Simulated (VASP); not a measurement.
# BeTe (F-43m) in VASP: a series of runs, part 2 of 2

VASP 6.6.1. The steps go on from the part before.

### 3 Single point, LDA (strain +0.040 along x and y, +0.040 along z)

INCAR

```
SYSTEM = BeTe
PREC = Accurate
ENCUT = 520
EDIFF = 1E-6
ISMEAR = 0
SIGMA = 0.05
LREAL = .FALSE.
LASPH = .TRUE.
NELM = 60
ALGO = Normal
ISIF = 2
LWAVE = .FALSE.
LCHARG = .FALSE.
NBANDS = 11
```

KPOINTS

```
Automatic mesh
0
G
  8 8 8
  0 0 0
```

POSCAR

```
BeTe
1.0
    0.0000000000      2.8808000000      2.8808000000
    2.8808000000      0.0000000000      2.8808000000
    2.8808000000      2.8808000000      0.0000000000
Be Te
1 1
Direct
    0.0000000000      0.0000000000      0.0000000000
    0.7500000000      0.7500000000      0.7500000000
```

Potentials or basis: VASP PAW LDA potentials, release 64 (Be, Te).

Started as:

```
$ cat potpaw_LDA.64/Be/POTCAR potpaw_LDA.64/Te/POTCAR > POTCAR
$ mpirun -np 1 vasp_std > vasp.out
```

OUTCAR:

```text
SYSTEM = BeTe
   PREC = Accurate
   ENCUT = 520
   EDIFF = 1E-6
   ISMEAR = 0
   LREAL = .FALSE.
   LASPH = .TRUE.
   NELM = 60
   ISIF = 2

 ion  position               nearest neighbor table
   1  0.000  0.000  0.000-   2 2.49   2 2.49   2 2.49   2 2.49
   2  0.750  0.750  0.750-   1 2.49   1 2.49   1 2.49   1 2.49

  LATTYP: Found a face centered cubic cell.
 ALAT       =     5.7616000000

  Lattice vectors:

 A1 = (   0.0000000000,   2.8808000000,   2.8808000000)
 A2 = (   2.8808000000,   0.0000000000,   2.8808000000)
 A3 = (   2.8808000000,   2.8808000000,   0.0000000000)

Analysis of symmetry for initial positions (statically):
=====================================================================
 Subroutine PRICEL returns:
 Original cell was already a primitive cell.

 Routine SETGRP: Setting up the symmetry group for a
 face centered cubic supercell.

 Subroutine GETGRP returns: Found 24 space group operations
 (whereof 24 operations were pure point group operations)
 out of a pool of 48 trial point group operations.

The static configuration has the point symmetry T_d .

Analysis of symmetry for dynamics (positions and initial velocities):
=====================================================================
 Subroutine PRICEL returns:
 Original cell was already a primitive cell.

 Routine SETGRP: Setting up the symmetry group for a
 face centered cubic supercell.

 Subroutine GETGRP returns: Found 24 space group operations
 (whereof 24 operations were pure point group operations)
 out of a pool of 48 trial point group operations.

The dynamic configuration has the point symmetry T_d .

 Subroutine INISYM returns: Found 24 space group operations
 (whereof 24 operations are pure point group operations),
 and found     1 'primitive' translations

----------------------------------------------------------------------------------------

                                     Primitive cell

  volume of cell :      47.8156

  direct lattice vectors                    reciprocal lattice vectors
     0.000000000  2.880800000  2.880800000    -0.173562899  0.173562899  0.173562899
     2.880800000  0.000000000  2.880800000     0.173562899 -0.173562899  0.173562899
     2.880800000  2.880800000  0.000000000     0.173562899  0.173562899 -0.173562899

  length of vectors
     4.074066430  4.074066430  4.074066430     0.300619760  0.300619760  0.300619760

  position of ions in fractional coordinates (direct lattice)
     0.000000000  0.000000000  0.000000000
     0.750000000  0.750000000  0.750000000

  ion indices of the primitive-cell ions
   primitive index   ion index
                 1           1
                 2           2

----------------------------------------------------------------------------------------

 KPOINTS: Automatic mesh

Automatic generation of k-mesh.
 Grid dimensions read from file:
 generate k-points for:    8    8    8

 Generating k-lattice:

  Cartesian coordinates                     Fractional coordinates (reciprocal lattice)
    -0.021695362  0.021695362  0.021695362     0.125000000  0.000000000  0.000000000
     0.021695362 -0.021695362  0.021695362     0.000000000  0.125000000  0.000000000
     0.021695362  0.021695362 -0.021695362     0.000000000  0.000000000  0.125000000

  Length of vectors
     0.037577470  0.037577470  0.037577470

  Shift w.r.t. Gamma in fractional coordinates (k-lattice)
     0.000000000  0.000000000  0.000000000

 Subroutine IBZKPT returns following result:
 ===========================================

 Found     29 irreducible k-points:

 Following reciprocal coordinates:
            Coordinates               Weight
  0.000000  0.000000  0.000000      1.000000
  0.125000  0.000000  0.000000      8.000000
  0.250000  0.000000  0.000000      8.000000
  0.375000  0.000000  0.000000      8.000000
  0.500000  0.000000  0.000000      4.000000
  0.125000  0.125000  0.000000      6.000000
[... 16 lines left out ...]
  0.500000  0.250000  0.125000     48.000000
 -0.375000  0.250000  0.125000     24.000000
 [... further k-points ...]
   k-points           NKPTS =     29   k-points in BZ     NKDIM =     29   number of bands    NBANDS=     11
   number of dos      NEDOS =    301   number of ions     NIONS =      2
   total plane-waves  NPLWV =  27000
   dimension x,y,z NGX =    30 NGY =   30 NGZ =   30
   dimension x,y,z NGXF=    60 NGYF=   60 NGZF=   60
   ions per type =               1   1
   NGX,Y,Z   is equivalent  to a cutoff of  12.24, 12.24, 12.24 a.u.
   NGXF,Y,Z  is equivalent  to a cutoff of  24.48, 24.48, 24.48 a.u.
 SYSTEM =  BeTe
   PREC   = accura    normal or accurate (medium, high low for compatibility)
   ISTART =      0    job   : 0-new  1-cont  2-samecut
   ICHARG =      2    charge: 1-file 2-atom 10-const
   ISPIN  =      1    spin polarized calculation?
   LNONCOLLINEAR =      F non collinear calculations
   LSORBIT =      F    spin-orbit coupling
   LASPH  =      T    aspherical Exc in radial PAW
   ENCUT  =  520.0 eV  38.22 Ry    6.18 a.u.   7.58  7.58  7.58*2*pi/ulx,y,z
   NELM   =     60;   NELMIN=  2; NELMDL= -5     # of ELM steps
   EDIFF  = 0.1E-05   stopping-criterion for ELM
   LREAL  =      F    real-space projection
   EDIFFG = 0.1E-04   stopping-criterion for IOM
   NSW    =      0    number of steps for IOM
   IBRION =     -1    ionic relax: 0-MD 1-quasi-New 2-CG
   NFREE  =      0    steps in history (QN), initial steepest desc. (CG)
   ISIF   =      2    stress and relaxation
   ISYM   =      2    0-nonsym 1-usesym 2-fastsym
   POTIM  = 0.5000    time-step for ionic-motion
   TEBEG  =    0.0;   TEEND  =   0.0 temperature during run
   PSTRESS=    0.0 pullay stress
   NELECT =       8.0000    total number of electrons
   NUPDOWN=      -1.0000    fix difference up-down
   EMIN   =  10.00;   EMAX   =-10.00  energy-range for DOS
   EFERMI =   0.00;   METHOD = LEGACY
   ISMEAR =     0;   SIGMA  =   0.05  broadening in eV -4-tet -1-fermi 0-gaus
   EFERMI_NEDOS =   21; number of points for ismear=-14 and -15
   IALGO  =     38    algorithm
   IMIX   =      4    mixing-type and parameters
     AMIX     =   0.40;   BMIX     =  1.00
     AMIX_MAG =   1.60;   BMIX_MAG =  1.00
  volume/ion in A,a.u.               =      23.91       161.34
  Fermi-wavevector in a.u.,A,eV,Ry     =   0.902087  1.704697 11.071888  0.813761
  Thomas-Fermi vector in A             =   2.025247
   LORBIT       =      0    0 simple, 1 ext, 2 COOP (PROOUT), +10 PAW based schemes
   GGA     = CA    functional components
   LHFCALC =     F    Hartree Fock is set to
   AEXX    =    0.0000 exact exchange contribution
   IVDW    =     0    specifies the selected vdW correction
   LEPSILON=     F    determine dielectric tensor
   LRPA    =     F    only Hartree local field effects (RPA)
 non-spin polarized calculation
 Gauss-broadening in eV      SIGMA  =   0.05
  energy-cutoff  :      520.00
  volume of cell :       47.82
 maximum number of plane-waves:      1308
   NGX = 15   NGY = 15   NGZ = 15

 number of electron       8.0000000 magnetization

 Free energy of the ion-electron system (eV)
  ---------------------------------------------------
  ext. energy  EPLUGINS =         0.00000000
  ---------------------------------------------------
  free energy    TOTEN  =        -8.63781935 eV

  energy without entropy =       -8.63781935  energy(sigma->0) =       -8.63781935

 E-fermi :   4.4860     XC(G=0):  -9.0092

 val. band max:        4.2027284806   @ k =   0.0000   0.0000   0.0000
 cond. band min:       6.2214273544   @ k =   0.5000   0.5000   0.0000
 fundamental gap:      2.0186988738
 Fermi energy:         4.4860057697

 k-point     1 :       0.0000    0.0000    0.0000
  band No.  band energies     occupation
      1      -7.6919      2.00000
      2       4.2027      2.00000
      3       4.2027      2.00000
      4       4.2027      2.00000
      5       7.4460      0.00000
      6       7.8334      0.00000
      7       7.8334      0.00000
      8       7.8334      0.00000
      9      12.2467      0.00000
     10      14.2962      0.00000
     11      14.2962      0.00000
[... 309 lines left out ...]
 k-point    24 :      -0.3750    0.2500    0.1250
  band No.  band energies     occupation
      1      -6.3172      2.00000
      2      -0.5230      2.00000
      3       1.5450      2.00000
      4       2.4843      2.00000
      5       8.2641      0.00000
      6       8.5278      0.00000
      7      10.6043      0.00000
      8      11.6334      0.00000
      9      12.4624      0.00000
     10      15.4238      0.00000
     11      15.7489      0.00000

 [... further k-points ...]
[... 5 lines left out ...]
  --------------------------------------------------------------------------------------
  -------------------------------------------------------------------------------------
  Total       -1.6235684     -1.6235684     -1.6235684      0.0000000      0.0000000     -0.0000000
  in kB      -54.4016234    -54.4016234    -54.4016234      0.0000000      0.0000000     -0.0000000
  external PRESSURE =     -54.4016234 kB  Pullay stress =       0.0000000 kB

 VOLUME and BASIS-vectors are now :
 -----------------------------------------------------------------------------
  energy-cutoff  :      520.00
  volume of cell :       47.82
      direct lattice vectors                 reciprocal lattice vectors
     0.000000000  2.880800000  2.880800000    -0.173562899  0.173562899  0.173562899
     2.880800000  0.000000000  2.880800000     0.173562899 -0.173562899  0.173562899
     2.880800000  2.880800000  0.000000000     0.173562899  0.173562899 -0.173562899

 POSITION                                       TOTAL-FORCE (eV/Angst)
 -----------------------------------------------------------------------------------
      0.00000      0.00000      0.00000         0.000000      0.000000      0.000000
      4.32120      4.32120      4.32120        -0.000000     -0.000000     -0.000000
 -----------------------------------------------------------------------------------
    total drift:                               -0.000000     -0.000000     -0.000000

  FREE ENERGIE OF THE ION-ELECTRON SYSTEM (eV)
  ---------------------------------------------------
  free  energy   TOTEN  =        -8.6378193515 eV

  energy  without entropy=       -8.6378193515  energy(sigma->0) =       -8.63781935
```

OSZICAR:

```text
N       E                     dE             d eps       ncg     rms          rms(c)
DAV:   1     0.199537208938E+02    0.19954E+02   -0.33549E+03   638   0.595E+02
DAV:   2    -0.747868523246E+01   -0.27432E+02   -0.26255E+02   832   0.854E+01
DAV:   3    -0.875053015099E+01   -0.12718E+01   -0.12693E+01   811   0.205E+01
DAV:   4    -0.876572750713E+01   -0.15197E-01   -0.15196E-01   718   0.259E+00
DAV:   5    -0.876606120695E+01   -0.33370E-03   -0.33370E-03   807   0.376E-01    0.379E+00
DAV:   6    -0.867360240060E+01    0.92459E-01   -0.81911E-02   713   0.105E+00    0.224E+00
DAV:   7    -0.863794598195E+01    0.35656E-01   -0.85489E-02   736   0.121E+00    0.306E-01
DAV:   8    -0.863777165284E+01    0.17433E-03   -0.39315E-03   701   0.331E-01    0.928E-02
DAV:   9    -0.863781679495E+01   -0.45142E-04   -0.12424E-04   785   0.727E-02    0.255E-02
DAV:  10    -0.863781929293E+01   -0.24980E-05   -0.15917E-05   713   0.172E-02    0.922E-03
DAV:  11    -0.863781935153E+01   -0.58594E-07   -0.43895E-07   488   0.433E-03
   1 F= -.86378194E+01 E0= -.86378194E+01  d E =-.189706E-17
```

stdout:

```text
POSCAR found type information on POSCAR BeTe
 POSCAR found :  2 types and       2 ions
 scaLAPACK will be used
 LDA part: xc-table for (Slater(with rela. corr.)+CA(PZ))
 , standard interpolation
 POSCAR, INCAR and KPOINTS ok, starting setup
 FFT: planning ... GRIDC
 FFT: planning ... GRID_SOFT
 FFT: planning ... GRID
 WAVECAR not read
 entering main loop
```

Wall time 8.9 s (1 thread of Intel Xeon Platinum 8488C (Sapphire Rapids), shared host); peak memory 0.15 GiB.

Results:

```yaml
Free_energy: -8.6378 eV
Pressure: -5.4 GPa
Band_gap_on_the_k_mesh: 2.02 eV, indirect (least direct gap 3.24 eV)
```

Caveat: the cell differs from its parent crystal (strain +0.040 along x and y, +0.040 along z); spin-orbit coupling is left out, which moves the levels of the heavy elements.
